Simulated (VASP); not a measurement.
Crystal: LaAgS2.

```
Ag La S
1.0
     2.05354    1.18561    6.70683
    -2.05354    1.18561    6.70683
     0.00000   -2.37122    6.70683
Ag La S
1 1 2
Cartesian
  2.0535 1.1856 6.7068
  0.0000 0.0000 10.0602
  0.0000 0.0000 5.0301
  0.0000 0.0000 15.0904
```

- Program: VASP 6.6.1
- Task: relaxation of cell and atoms
- Functional: PBE
- Potentials or basis: VASP PAW PBE potentials, release 64 (Ag, La, S)
- Cutoff: 600 eV
- k mesh: 6 × 6 × 6
- Occupations: fermi-dirac, width 0.02 eV
- Spin: no spin polarisation

At the start: pressure -0.8 GPa; volume 24.49 Å³/atom.

**Question.** Where does the relaxation end?

**Answer.** Over 12 steps the energy falls by 51.8 meV/atom and the volume is 23.35 Å³/atom (-4.7 %); space group R-3m (No. 166, to 0.1 Å) before and after.

Step by step:
```csv
step,energy change (eV),largest force (eV/Å),pressure (GPa),volume (Å³)
1,0.0000,0.1557,-0.83,97.97
2,-0.1081,0.0459,0.05,96.11
3,-0.1734,0.2630,1.19,93.68
4,-0.1797,0.3483,1.73,92.58
5,-0.1892,0.0568,-1.64,96.20
6,-0.2000,0.1742,-0.33,94.64
7,-0.2042,0.1144,-0.20,94.16
8,-0.2070,0.0092,0.02,93.34
9,-0.2070,0.0056,0.03,93.31
10,-0.2070,0.0034,-0.02,93.40
11,-0.2070,0.0048,-0.02,93.40
12,-0.2071,0.0045,-0.01,93.39
```

Final structure:
```yaml
crystal:
  lattice:
    - [2.13432, 1.23225, 5.91850]
    - [-2.13432, 1.23225, 5.91850]
    - [0.00000, -2.46450, 5.91850]
  atoms:
    - { symbol: Ag, position: [0.00000, 0.00000, 0.00000] }
    - { symbol: La, position: [0.50000, 0.50000, 0.50000] }
    - { symbol: S, position: [0.25145, 0.25145, 0.25145] }
    - { symbol: S, position: [0.74855, 0.74855, 0.74855] }
```
